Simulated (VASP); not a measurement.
Here is a VASP 6.6.1 calculation.

Contents of INCAR:

```
  PREC = Accurate
  ENCUT = 520
  EDIFF = 1E-6
  ISMEAR = 0
  SIGMA = 0.15
  LREAL = False
  LASPH = True
  NELM = 80
  ALGO = Fast
  ISIF = 2
  LWAVE = False
  LCHARG = False
  GGA = PE
  NBANDS = 8
```

KPOINTS

```
Automatic mesh
0
Gamma
  20 20 20
```

Contents of POSCAR:

```
Al
1.0
   -1.6458166693      1.7590423861      1.6175102401
    1.6458166693     -1.7590423861      1.6175102401
    1.4759780941      1.5892038109     -1.6175102401
Al
1
Direct
    0.0000000000      0.0000000000      0.0000000000
```

Potentials or basis: VASP PAW PBE potentials, release 64 (Al).

Launch:

```bash
$ cat potpaw_PBE.64/Al/POTCAR > POTCAR
$ mpirun -np 1 vasp_std > vasp.out
```

Predict the pressure.

1.1 GPa.

Estimate the band gap on the k mesh.

zero (an odd number of electrons rules out a gap without spin polarisation).

Stress tensor (GPa, compression positive):
```
-0.05  4.32  0.00
 4.32  2.53  0.00
 0.00  0.00  0.81
```

Caveat: the cell differs from its parent crystal (engineering shear strain xy -0.1050, strain +e along x and -e along y -0.0350).
